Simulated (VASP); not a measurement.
# Ge4P3Ru (Pm-3m) in VASP: further runs

The runs below take Ge4P3Ru through single point, relaxation of cell and atoms, with PBE.

Everything below comes from runs of VASP 6.6.1. Logs are shortened: lines on timing, memory, paths and dates and some standing lists are left out, and cuts for length are marked.

## Step 1: The cell of the first run

Symmetry: Pm-3m, No. 221, cubic system. The conventional cell has a = 5.152 Å, b = 5.152 Å, c = 5.152 Å, α = 90.00°, β = 90.00°, γ = 90.00°. Within 3.4 Å of Ge (site symmetry 4/mmm) lie 4 P at 2.58 Å and 2 Ru at 2.58 Å. Ge (site symmetry m-3m) has 6 P at 2.58 Å within 3.4 Å. P (site symmetry 4/mmm) has 6 Ge at 2.58 Å within 3.4 Å. Within 3.4 Å of Ru (site symmetry m-3m) lie 6 Ge at 2.58 Å.

The cell was generated, and may not be a known phase.

## Step 2: Single point, PBE

Input file INCAR:

```
SYSTEM = Ge4P3Ru
PREC = Accurate
ENCUT = 520
EDIFF = 1E-6
ISMEAR = 0
SIGMA = 0.1
LREAL = .False.
LASPH = .True.
NELM = 100
ALGO = Normal
ISIF = 2
LWAVE = .False.
LCHARG = .False.
GGA = PE
NBANDS = 52
```

Input file KPOINTS:

```
Automatic mesh
0
Gamma
  8 8 8
  0 0 0
```

Input file POSCAR:

```
Ge4P3Ru
1.0
    5.1517919972      0.0000000000      0.0000000000
    0.0000000000      5.1517919972      0.0000000000
    0.0000000000      0.0000000000      5.1517919972
Ge P Ru
4 3 1
Direct
    0.5000000000      0.0000000000      0.0000000000
    0.5000000000      0.5000000000      0.5000000000
    0.0000000000      0.0000000000      0.5000000000
    0.0000000000      0.5000000000      0.0000000000
    0.0000000000      0.5000000000      0.5000000000
    0.5000000000      0.5000000000      0.0000000000
    0.5000000000      0.0000000000      0.5000000000
    0.0000000000      0.0000000000      0.0000000000
```

Potentials or basis: VASP PAW PBE potentials, release 64 (Ge_d, P, Ru_pv).

Run with:

```
$ cat potpaw_PBE.64/Ge_d/POTCAR potpaw_PBE.64/P/POTCAR potpaw_PBE.64/Ru_pv/POTCAR > POTCAR
$ mpirun -np 1 vasp_std > vasp.out
```

OUTCAR:

```text
SYSTEM = Ge4P3Ru
   PREC = Accurate
   ENCUT = 520
   EDIFF = 1E-6
   ISMEAR = 0
   LREAL = .False.
   LASPH = .True.
   NELM = 100
   ISIF = 2
   GGA = PE

 ion  position               nearest neighbor table
   1  0.500  0.000  0.000-   6 2.58   7 2.58   8 2.58   7 2.58   6 2.58   8 2.58
   2  0.500  0.500  0.500-   5 2.58   6 2.58   7 2.58   6 2.58   7 2.58   5 2.58
   3  0.000  0.000  0.500-   5 2.58   7 2.58   8 2.58   8 2.58   5 2.58   7 2.58
   4  0.000  0.500  0.000-   5 2.58   6 2.58   8 2.58   5 2.58   8 2.58   6 2.58
   5  0.000  0.500  0.500-   2 2.58   3 2.58   4 2.58   4 2.58   3 2.58   2 2.58
   6  0.500  0.500  0.000-   1 2.58   2 2.58   4 2.58   2 2.58   1 2.58   4 2.58
   7  0.500  0.000  0.500-   1 2.58   2 2.58   3 2.58   1 2.58   2 2.58   3 2.58
   8  0.000  0.000  0.000-   1 2.58   3 2.58   4 2.58   3 2.58   4 2.58   1 2.58

  LATTYP: Found a simple cubic cell.
 ALAT       =     5.1517919972

  Lattice vectors:

 A1 = (   5.1517919972,   0.0000000000,   0.0000000000)
 A2 = (   0.0000000000,   5.1517919972,   0.0000000000)
 A3 = (   0.0000000000,   0.0000000000,   5.1517919972)

Analysis of symmetry for initial positions (statically):
=====================================================================
 Subroutine PRICEL returns:
 Original cell was already a primitive cell.

 Routine SETGRP: Setting up the symmetry group for a
 simple cubic supercell.

 Subroutine GETGRP returns: Found 48 space group operations
 (whereof 48 operations were pure point group operations)
 out of a pool of 48 trial point group operations.

The static configuration has the point symmetry O_h .

Analysis of symmetry for dynamics (positions and initial velocities):
=====================================================================
 Subroutine PRICEL returns:
 Original cell was already a primitive cell.

 Routine SETGRP: Setting up the symmetry group for a
 simple cubic supercell.

 Subroutine GETGRP returns: Found 48 space group operations
 (whereof 48 operations were pure point group operations)
 out of a pool of 48 trial point group operations.

The dynamic configuration has the point symmetry O_h .

 Subroutine INISYM returns: Found 48 space group operations
 (whereof 48 operations are pure point group operations),
 and found     1 'primitive' translations

----------------------------------------------------------------------------------------

                                     Primitive cell

  volume of cell :     136.7335

  direct lattice vectors                    reciprocal lattice vectors
     5.151791997  0.000000000  0.000000000     0.194107216  0.000000000  0.000000000
     0.000000000  5.151791997  0.000000000     0.000000000  0.194107216  0.000000000
     0.000000000  0.000000000  5.151791997     0.000000000  0.000000000  0.194107216

  length of vectors
     5.151791997  5.151791997  5.151791997     0.194107216  0.194107216  0.194107216

  position of ions in fractional coordinates (direct lattice)
     0.500000000  0.000000000  0.000000000
     0.500000000  0.500000000  0.500000000
     0.000000000  0.000000000  0.500000000
     0.000000000  0.500000000  0.000000000
     0.000000000  0.500000000  0.500000000
     0.500000000  0.500000000  0.000000000
     0.500000000  0.000000000  0.500000000
     0.000000000  0.000000000  0.000000000

  ion indices of the primitive-cell ions
   primitive index   ion index
                 1           1
                 2           2
                 3           3
                 4           4
                 5           5
                 6           6
                 7           7
                 8           8

----------------------------------------------------------------------------------------

 KPOINTS: Automatic mesh

Automatic generation of k-mesh.
 Grid dimensions read from file:
 generate k-points for:    8    8    8

 Generating k-lattice:

  Cartesian coordinates                     Fractional coordinates (reciprocal lattice)
     0.024263402  0.000000000  0.000000000     0.125000000  0.000000000  0.000000000
     0.000000000  0.024263402  0.000000000     0.000000000  0.125000000  0.000000000
     0.000000000  0.000000000  0.024263402     0.000000000  0.000000000  0.125000000

  Length of vectors
     0.024263402  0.024263402  0.024263402

  Shift w.r.t. Gamma in fractional coordinates (k-lattice)
     0.000000000  0.000000000  0.000000000

 Subroutine IBZKPT returns following result:
 ===========================================

 Found     35 irreducible k-points:

 Following reciprocal coordinates:
            Coordinates               Weight
  0.000000  0.000000  0.000000      1.000000
  0.125000  0.000000  0.000000      6.000000
  0.250000  0.000000  0.000000      6.000000
  0.375000  0.000000  0.000000      6.000000
  0.500000  0.000000  0.000000      3.000000
  0.125000  0.125000  0.000000     12.000000
[... 16 lines left out ...]
  0.375000  0.375000  0.125000     24.000000
  0.500000  0.375000  0.125000     24.000000
 [... further k-points ...]
   k-points           NKPTS =     35   k-points in BZ     NKDIM =     35   number of bands    NBANDS=     52
   number of dos      NEDOS =    301   number of ions     NIONS =      8
   total plane-waves  NPLWV =  64000
   dimension x,y,z NGX =    40 NGY =   40 NGZ =   40
   dimension x,y,z NGXF=    80 NGYF=   80 NGZF=   80
   ions per type =               4   3   1
   NGX,Y,Z   is equivalent  to a cutoff of  12.91, 12.91, 12.91 a.u.
   NGXF,Y,Z  is equivalent  to a cutoff of  25.82, 25.82, 25.82 a.u.
 SYSTEM =  Ge4P3Ru
   PREC   = accura    normal or accurate (medium, high low for compatibility)
   ISTART =      0    job   : 0-new  1-cont  2-samecut
   ICHARG =      2    charge: 1-file 2-atom 10-const
   ISPIN  =      1    spin polarized calculation?
   LNONCOLLINEAR =      F non collinear calculations
   LSORBIT =      F    spin-orbit coupling
   LASPH  =      T    aspherical Exc in radial PAW
   ENCUT  =  520.0 eV  38.22 Ry    6.18 a.u.   9.58  9.58  9.58*2*pi/ulx,y,z
   NELM   =    100;   NELMIN=  2; NELMDL= -5     # of ELM steps
   EDIFF  = 0.1E-05   stopping-criterion for ELM
   LREAL  =      F    real-space projection
   EDIFFG = 0.1E-04   stopping-criterion for IOM
   NSW    =      0    number of steps for IOM
   IBRION =     -1    ionic relax: 0-MD 1-quasi-New 2-CG
   NFREE  =      0    steps in history (QN), initial steepest desc. (CG)
   ISIF   =      2    stress and relaxation
   ISYM   =      2    0-nonsym 1-usesym 2-fastsym
   POTIM  = 0.5000    time-step for ionic-motion
   TEBEG  =    0.0;   TEEND  =   0.0 temperature during run
   PSTRESS=    0.0 pullay stress
   NELECT =      85.0000    total number of electrons
   NUPDOWN=      -1.0000    fix difference up-down
   EMIN   =  10.00;   EMAX   =-10.00  energy-range for DOS
   EFERMI =   0.00;   METHOD = LEGACY
   ISMEAR =     0;   SIGMA  =   0.10  broadening in eV -4-tet -1-fermi 0-gaus
   EFERMI_NEDOS =   21; number of points for ismear=-14 and -15
   IALGO  =     38    algorithm
   IMIX   =      4    mixing-type and parameters
     AMIX     =   0.40;   BMIX     =  1.00
     AMIX_MAG =   1.60;   BMIX_MAG =  1.00
  volume/ion in A,a.u.               =      17.09       115.34
  Fermi-wavevector in a.u.,A,eV,Ry     =   1.397192  2.640310 26.560559  1.952146
  Thomas-Fermi vector in A             =   2.520473
   LORBIT       =      0    0 simple, 1 ext, 2 COOP (PROOUT), +10 PAW based schemes
   GGA     = PE    functional components
   LHFCALC =     F    Hartree Fock is set to
   AEXX    =    0.0000 exact exchange contribution
   IVDW    =     0    specifies the selected vdW correction
   LEPSILON=     F    determine dielectric tensor
   LRPA    =     F    only Hartree local field effects (RPA)
 non-spin polarized calculation
 Gauss-broadening in eV      SIGMA  =   0.10
  energy-cutoff  :      520.00
  volume of cell :      136.73
 maximum number of plane-waves:      3743
 NGX is ok and might be reduce to    40
   NGX = 19   NGY = 19   NGZ = 19

 number of electron      85.0000029 magnetization

 Free energy of the ion-electron system (eV)
  ---------------------------------------------------
  ext. energy  EPLUGINS =         0.00000000
  ---------------------------------------------------
  free energy    TOTEN  =       -41.06599659 eV

  energy without entropy =      -41.03415313  energy(sigma->0) =      -41.05007486

 E-fermi :   7.4941     XC(G=0): -11.3810

 val. band max:        7.4917252296   @ k =   0.3750   0.1250   0.0000
 cond. band min:       7.5124273731   @ k =   0.5000   0.1250   0.1250
 fundamental gap:      0.0207021435
 Fermi energy:         7.4940675985

 k-point     1 :       0.0000    0.0000    0.0000
  band No.  band energies     occupation
      1     -34.0856      2.00000
      2     -34.0856      2.00000
      3     -34.0856      2.00000
      4     -17.1995      2.00000
      5     -17.1995      2.00000
      6     -17.1733      2.00000
[... 44 lines left out ...]
     51      13.7242      0.00000
     52      14.3210      0.00000

 k-point     2 :       0.1250    0.0000    0.0000
  band No.  band energies     occupation
      1     -34.0859      2.00000
      2     -34.0856      2.00000
      3     -34.0856      2.00000
      4     -17.1994      2.00000
      5     -17.1991      2.00000
      6     -17.1733      2.00000
[... 44 lines left out ...]
     51      13.0769      0.00000
     52      14.2036      0.00000

 k-point     3 :       0.2500    0.0000    0.0000
  band No.  band energies     occupation
      1     -34.0866      2.00000
      2     -34.0856      2.00000
      3     -34.0856      2.00000
      4     -17.1993      2.00000
      5     -17.1983      2.00000
      6     -17.1733      2.00000
[... 44 lines left out ...]
     51      12.3037      0.00000
     52      13.5033      0.00000
[... 1046 lines left out ...]
 k-point    23 :       0.3750    0.3750    0.1250
  band No.  band energies     occupation
      1     -34.0874      2.00000
      2     -34.0874      2.00000
      3     -34.0860      2.00000
      4     -17.1979      2.00000
      5     -17.1965      2.00000
      6     -17.1732      2.00000
[... 44 lines left out ...]
     51      11.9247      0.00000
     52      13.1679      0.00000

 k-point    24 :       0.5000    0.3750    0.1250
  band No.  band energies     occupation
      1     -34.0877      2.00000
      2     -34.0874      2.00000
      3     -34.0860      2.00000
      4     -17.1978      2.00000
      5     -17.1963      2.00000
      6     -17.1732      2.00000
[... 44 lines left out ...]
     51      11.3625      0.00000
     52      13.0554      0.00000

 [... further k-points ...]

------------------------ aborting loop because EDIFF is reached ----------------------------------------

  FORCE on cell =-STRESS in cart. coord.  units (eV):
  Direction    XX          YY          ZZ          XY          YZ          ZX
  --------------------------------------------------------------------------------------
  -------------------------------------------------------------------------------------
  Total        0.0681462      0.0681462      0.0681462      0.0000000     -0.0000000      0.0000000
  in kB        0.7985047      0.7985047      0.7985047      0.0000000     -0.0000000      0.0000000
  external PRESSURE =       0.7985047 kB  Pullay stress =       0.0000000 kB

 VOLUME and BASIS-vectors are now :
 -----------------------------------------------------------------------------
  energy-cutoff  :      520.00
  volume of cell :      136.73
      direct lattice vectors                 reciprocal lattice vectors
     5.151791997  0.000000000  0.000000000     0.194107216  0.000000000  0.000000000
     0.000000000  5.151791997  0.000000000     0.000000000  0.194107216  0.000000000
     0.000000000  0.000000000  5.151791997     0.000000000  0.000000000  0.194107216

 POSITION                                       TOTAL-FORCE (eV/Angst)
 -----------------------------------------------------------------------------------
      2.57590      0.00000      0.00000         0.000000      0.000000      0.000000
      2.57590      2.57590      2.57590         0.000000      0.000000      0.000000
      0.00000      0.00000      2.57590         0.000000      0.000000      0.000000
      0.00000      2.57590      0.00000         0.000000      0.000000      0.000000
      0.00000      2.57590      2.57590         0.000000      0.000000      0.000000
      2.57590      2.57590      0.00000         0.000000      0.000000      0.000000
      2.57590      0.00000      2.57590         0.000000      0.000000      0.000000
      0.00000      0.00000      0.00000         0.000000      0.000000      0.000000
 -----------------------------------------------------------------------------------
    total drift:                               -0.000000      0.000000     -0.000000

  FREE ENERGIE OF THE ION-ELECTRON SYSTEM (eV)
  ---------------------------------------------------
  free  energy   TOTEN  =       -41.0659965917 eV

  energy  without entropy=      -41.0341531343  energy(sigma->0) =      -41.05007486
```

Wall time 2.1 min (1 thread of Intel Xeon 6975P-C (Granite Rapids), shared host); peak memory 0.37 GiB.

Results:

```yaml
Free_energy: -41.0660 eV
Pressure: 0.1 GPa
Band_gap_on_the_k_mesh: zero (an odd number of electrons rules out a gap without spin polarisation)
```

Levels at points of the mesh, in eV from the Fermi level:
```
           k point  band 40  band 41  band 42  band 43  band 44  band 45  band 46  band 47
(0.00, 0.00, 0.00)    -1.24    -1.24    -1.24     0.54     0.54     1.55     1.55     1.55
(0.50, 0.00, 0.00)    -0.46    -0.43    -0.17    -0.17     0.27     0.27     2.12     2.53
(0.50, 0.50, 0.00)    -0.24    -0.20    -0.20    -0.17     0.06     1.42     1.42     1.53
(0.50, 0.50, 0.50)    -0.57    -0.57     1.17     1.17     1.17     1.35     1.35     1.35
```

(Part 1 of 2 ends here.)

The gap in the log of VASP goes by the Fermi energy; the results here count the filled bands.